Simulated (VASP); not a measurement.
# CdSe (R3m) in VASP: notebook, part 3 of 3

VASP 6.6.1. Earlier steps stand in the parts before.

## (5) Electric field gradients, LDA (equal xy, yz and zx shear strains of +3 %)

Contents of INCAR:

```
SYSTEM = CdSe
PREC = Accurate
ENCUT = 520
EDIFF = 1E-8
ISMEAR = -1
SIGMA = 0.03
LREAL = .FALSE.
LASPH = .TRUE.
NELM = 60
ALGO = Normal
ISIF = 2
LWAVE = .FALSE.
LCHARG = .FALSE.
LEFG = .TRUE.
NBANDS = 16
```

Contents of KPOINTS:

```
Automatic mesh
0
G
  8 8 8
  0 0 0
```

Contents of POSCAR:

```
CdSe
1.0
    0.0921081360      3.1163252666      3.1163252666
    3.1163252666      0.0921081360      3.1163252666
    3.1163252666      3.1163252666      0.0921081360
Cd Se
1 1
Direct
    0.0000000000      0.0000000000      0.0000000000
    0.2500000000      0.2500000000      0.2500000000
```

Potentials or basis: VASP PAW LDA potentials, release 64 (Cd, Se).

The run is started by

```console
$ cat potpaw_LDA.64/Cd/POTCAR potpaw_LDA.64/Se/POTCAR > POTCAR
$ mpirun -np 1 vasp_std > vasp.out
```

OUTCAR:

```text
SYSTEM = CdSe
   PREC = Accurate
   ENCUT = 520
   EDIFF = 1E-8
   ISMEAR = -1
   LREAL = .FALSE.
   LASPH = .TRUE.
   NELM = 60
   ISIF = 2

 ion  position               nearest neighbor table
   1  0.000  0.000  0.000-   2 2.63   2 2.63   2 2.63   2 2.74
   2  0.250  0.250  0.250-   1 2.63   1 2.63   1 2.63   1 2.74

  LATTYP: Found a trigonal (rhomboedric) cell.
 ALAT       =     4.4081118683
 COS(alpha) =     0.5293254421

  Lattice vectors:

 A1 = (   0.0921081360,   3.1163252666,   3.1163252666)
 A2 = (   3.1163252666,   0.0921081360,   3.1163252666)
 A3 = (   3.1163252666,   3.1163252666,   0.0921081360)

Analysis of symmetry for initial positions (statically):
=====================================================================
 Subroutine PRICEL returns:
 Original cell was already a primitive cell.

 Routine SETGRP: Setting up the symmetry group for a
 trigonal (rhombohedral) supercell.

 Subroutine GETGRP returns: Found  6 space group operations
 (whereof  6 operations were pure point group operations)
 out of a pool of 12 trial point group operations.

The static configuration has the point symmetry C_3v.

Analysis of symmetry for dynamics (positions and initial velocities):
=====================================================================
 Subroutine PRICEL returns:
 Original cell was already a primitive cell.

 Routine SETGRP: Setting up the symmetry group for a
 trigonal (rhombohedral) supercell.

 Subroutine GETGRP returns: Found  6 space group operations
 (whereof  6 operations were pure point group operations)
 out of a pool of 12 trial point group operations.

The dynamic configuration has the point symmetry C_3v.

 Subroutine INISYM returns: Found  6 space group operations
 (whereof  6 operations are pure point group operations),
 and found     1 'primitive' translations

----------------------------------------------------------------------------------------

                                     Primitive cell

  volume of cell :      57.8455

  direct lattice vectors                    reciprocal lattice vectors
     0.092108136  3.116325267  3.116325267    -0.167739792  0.162924296  0.162924296
     3.116325267  0.092108136  3.116325267     0.162924296 -0.167739792  0.162924296
     3.116325267  3.116325267  0.092108136     0.162924296  0.162924296 -0.167739792

  length of vectors
     4.408111868  4.408111868  4.408111868     0.285000509  0.285000509  0.285000509

  position of ions in fractional coordinates (direct lattice)
     0.000000000  0.000000000  0.000000000
     0.250000000  0.250000000  0.250000000

  ion indices of the primitive-cell ions
   primitive index   ion index
                 1           1
                 2           2

----------------------------------------------------------------------------------------

 KPOINTS: Automatic mesh

Automatic generation of k-mesh.
 Grid dimensions read from file:
 generate k-points for:    8    8    8

 Generating k-lattice:

[... 65 lines left out ...]
   IBRION =     -1    ionic relax: 0-MD 1-quasi-New 2-CG
   NFREE  =      0    steps in history (QN), initial steepest desc. (CG)
   ISIF   =      2    stress and relaxation
   ISYM   =      2    0-nonsym 1-usesym 2-fastsym
   POTIM  = 0.5000    time-step for ionic-motion
   TEBEG  =    0.0;   TEEND  =   0.0 temperature during run
   PSTRESS=    0.0 pullay stress
   NELECT =      18.0000    total number of electrons
   NUPDOWN=      -1.0000    fix difference up-down
   EMIN   =  10.00;   EMAX   =-10.00  energy-range for DOS
   EFERMI =   0.00;   METHOD = LEGACY
   ISMEAR =    -1;   SIGMA  =   0.03  broadening in eV -4-tet -1-fermi 0-gaus
   EFERMI_NEDOS =   21; number of points for ismear=-14 and -15
   IALGO  =     38    algorithm
   IMIX   =      4    mixing-type and parameters
     AMIX     =   0.40;   BMIX     =  1.00
     AMIX_MAG =   1.60;   BMIX_MAG =  1.00
  volume/ion in A,a.u.               =      28.92       195.18
  Fermi-wavevector in a.u.,A,eV,Ry     =   1.109368  2.096402 16.744659  1.230698
  Thomas-Fermi vector in A             =   2.245907
   LORBIT       =      0    0 simple, 1 ext, 2 COOP (PROOUT), +10 PAW based schemes
   GGA     = CA    functional components
   LHFCALC =     F    Hartree Fock is set to
   AEXX    =    0.0000 exact exchange contribution
   IVDW    =     0    specifies the selected vdW correction
   LEPSILON=     F    determine dielectric tensor
   LRPA    =     F    only Hartree local field effects (RPA)
 non-spin polarized calculation
  energy-cutoff  :      520.00
  volume of cell :       57.85
 maximum number of plane-waves:      1573
 NGX is ok and might be reduce to    36
   NGX = 17   NGY = 17   NGZ = 17

 number of electron      18.0000002 magnetization

 Free energy of the ion-electron system (eV)
  ---------------------------------------------------
  ext. energy  EPLUGINS =         0.00000000
  ---------------------------------------------------
  free energy    TOTEN  =        -6.71404833 eV

  energy without entropy =       -6.71403014  energy(sigma->0) =       -6.71403923

 E-fermi :   0.7883     XC(G=0):  -9.1671

 val. band max:        0.6344650448   @ k =   0.0000   0.0000   0.0000
 cond. band min:       0.9179817780   @ k =   0.0000   0.0000   0.0000
 fundamental gap:      0.2835167332
 Fermi energy:         0.7882943531

 k-point     1 :       0.0000    0.0000    0.0000
  band No.  band energies     occupation
      1     -11.9116      2.00000
      2      -7.2892      2.00000
      3      -7.2892      2.00000
      4      -7.2470      2.00000
      5      -6.9237      2.00000
      6      -6.9237      2.00000
[... 433 lines left out ...]
      3      -7.1838      2.00000
      4      -6.9869      2.00000
      5      -6.9302      2.00000
      6      -6.8870      2.00000
[... 8 lines left out ...]
     15      10.8073      0.00000
     16      11.8565      0.00000

 [... further k-points ...]
[... 5 lines left out ...]
  --------------------------------------------------------------------------------------
  -------------------------------------------------------------------------------------
  Total       -0.9736502     -0.9736502     -0.9736502     -0.3981429     -0.3981429     -0.3981429
  in kB      -26.9676833    -26.9676833    -26.9676833    -11.0275660    -11.0275660    -11.0275660
  external PRESSURE =     -26.9676833 kB  Pullay stress =       0.0000000 kB

 VOLUME and BASIS-vectors are now :
 -----------------------------------------------------------------------------
  energy-cutoff  :      520.00
  volume of cell :       57.85
      direct lattice vectors                 reciprocal lattice vectors
     0.092108136  3.116325267  3.116325267    -0.167739792  0.162924296  0.162924296
     3.116325267  0.092108136  3.116325267     0.162924296 -0.167739792  0.162924296
     3.116325267  3.116325267  0.092108136     0.162924296  0.162924296 -0.167739792

 POSITION                                       TOTAL-FORCE (eV/Angst)
 -----------------------------------------------------------------------------------
      0.00000      0.00000      0.00000         0.117729      0.117729      0.117729
      1.58119      1.58119      1.58119        -0.117729     -0.117729     -0.117729
 -----------------------------------------------------------------------------------
    total drift:                               -0.000087     -0.000087     -0.000087

  FREE ENERGIE OF THE ION-ELECTRON SYSTEM (eV)
  ---------------------------------------------------
  free  energy   TOTEN  =        -6.7140483270 eV

  energy  without entropy=       -6.7140301355  energy(sigma->0) =       -6.71403923

 Electric field gradients (V/A^2)
---------------------------------------------------------------------
 ion       V_xx      V_yy      V_zz      V_xy      V_xz      V_yz
---------------------------------------------------------------------
   1       0.000    -0.000    -0.000    15.885    15.885    15.885
   2      -0.000     0.000    -0.000     7.345     7.345     7.345
---------------------------------------------------------------------

 Electric field gradients after diagonalization (V/A^2)
 (convention: |V_zz| > |V_xx| > |V_yy|)
----------------------------------------------------------------------
 ion       V_xx      V_yy      V_zz     asymmetry (V_yy - V_xx)/ V_zz
----------------------------------------------------------------------
   1     -15.885   -15.885    31.770       0.000
   2      -7.345    -7.345    14.691       0.000
----------------------------------------------------------------------

           NMR quadrupolar parameters

 Cq : quadrupolar parameter    Cq=e*Q*V_zz/h
 eta: asymmetry parameters     (V_yy - V_xx)/ V_zz
 Q  : nuclear electric quadrupole moment in mb (millibarn)
----------------------------------------------------------------------
 ion       Cq(MHz)       eta       Q (mb)
----------------------------------------------------------------------
   1       0.077       0.000       1.000
   2       0.036       0.000       1.000
----------------------------------------------------------------------
```

OSZICAR:

```text
N       E                     dE             d eps       ncg     rms          rms(c)
DAV:   1     0.107411144073E+03    0.10741E+03   -0.87656E+03  2104   0.101E+03
DAV:   2    -0.284640138940E+01   -0.11026E+03   -0.10413E+03  2544   0.248E+02
DAV:   3    -0.707257884134E+01   -0.42262E+01   -0.42183E+01  2552   0.504E+01
DAV:   4    -0.709186248717E+01   -0.19284E-01   -0.19283E-01  2560   0.339E+00
DAV:   5    -0.709198926541E+01   -0.12678E-03   -0.12678E-03  2592   0.235E-01    0.589E+00
DAV:   6    -0.674409648144E+01    0.34789E+00   -0.52972E-01  3168   0.892E+00    0.468E+00
DAV:   7    -0.671768758114E+01    0.26409E-01   -0.11244E-01  2576   0.234E+00    0.202E+00
DAV:   8    -0.671434190577E+01    0.33457E-02   -0.11426E-02  2320   0.130E+00    0.202E-01
DAV:   9    -0.671405366057E+01    0.28825E-03   -0.12163E-03  2696   0.464E-01    0.419E-02
DAV:  10    -0.671404333449E+01    0.10326E-04   -0.10891E-04  2376   0.139E-01    0.355E-02
DAV:  11    -0.671404872983E+01   -0.53953E-05   -0.17159E-05  2680   0.355E-02    0.136E-02
DAV:  12    -0.671404828309E+01    0.44674E-06   -0.13162E-06  2456   0.155E-02    0.470E-03
DAV:  13    -0.671404834192E+01   -0.58837E-07   -0.31824E-07  2448   0.325E-03    0.198E-03
DAV:  14    -0.671404832799E+01    0.13934E-07   -0.20931E-08  2424   0.852E-04    0.881E-04
DAV:  15    -0.671404832704E+01    0.94815E-09   -0.37159E-09  1336   0.460E-04
   1 F= -.67140483E+01 E0= -.67140392E+01  d E =-.181916E-04
```

stdout:

```text
POSCAR found type information on POSCAR CdSe
 POSCAR found :  2 types and       2 ions
 scaLAPACK will be used
 LDA part: xc-table for (Slater(with rela. corr.)+CA(PZ))
 , standard interpolation
 POSCAR, INCAR and KPOINTS ok, starting setup
 FFT: planning ... GRIDC
 FFT: planning ... GRID_SOFT
 FFT: planning ... GRID
 WAVECAR not read
 entering main loop
ion   1

ion   2
```

Wall time 30 s (1 thread of Intel Xeon Platinum 8559C (Emerald Rapids), shared host); peak memory 0.2 GiB.

What came out:

* Free energy: -6.7140 eV
* Pressure: -2.7 GPa
* Largest force: 0.204 eV/Å
* Band gap on the k mesh: 0.28 eV, direct

Forces on the atoms (eV/Å):
```
Cd   0.118  0.118  0.118
Se  -0.118 -0.118 -0.118
```

Stress tensor (GPa, compression positive):
```
-2.70 -1.10 -1.10
-1.10 -2.70 -1.10
-1.10 -1.10 -2.70
```

Levels at points of the mesh, in eV from the valence-band top:
```csv
k point,band 7,band 8,band 9,band 10,band 11,band 12
"(0.00, 0.00, 0.00)",-0.17,0.00,0.00,0.28,5.42,5.93
"(0.50, 0.00, 0.00)",-4.37,-0.83,-0.80,2.06,6.04,6.38
"(0.50, 0.50, 0.00)",-4.09,-1.94,-1.73,2.90,3.58,8.60
"(0.50, 0.50, 0.50)",-4.34,-0.63,-0.63,2.28,6.44,6.44
```

Electric field gradients, principal values (V/Å²):
| atom | least | middle | greatest (by size) |
| --- | --- | --- | --- |
| 1 Cd | -15.885 | -15.885 | 31.770 |
| 2 Se | -7.345 | -7.345 | 14.691 |

Caveat: the cell differs from its parent crystal (equal xy, yz and zx shear strains of +3 %); without QUAD_EFG the Cq values of the log hold for a quadrupole moment of 1 mb, not for the nuclei.

## (6) Summary

```csv
cell,gap on the mesh (eV),pressure (GPa),largest force (eV/Å)
"a = 4.299 Å, angles 61.3°, 2 atoms",0.29,-2.8,0.19
"a = 4.364 Å, angles 59.3°, 2 atoms",0.29,-2.9,0.08
"a = 4.408 Å, angles 58.0°, 2 atoms",0.28,-2.7,0.20
```

Alike in all rows: task electric field gradients; level LDA; potentials or basis VASP PAW LDA potentials, release 64 (Cd, Se); no spin polarisation; k mesh 8 × 8 × 8; cutoff (eV) 520; smearing fermi-dirac 0.03 eV.

Total energies depend on the potentials used, so only differences within one code and one set of settings carry meaning.
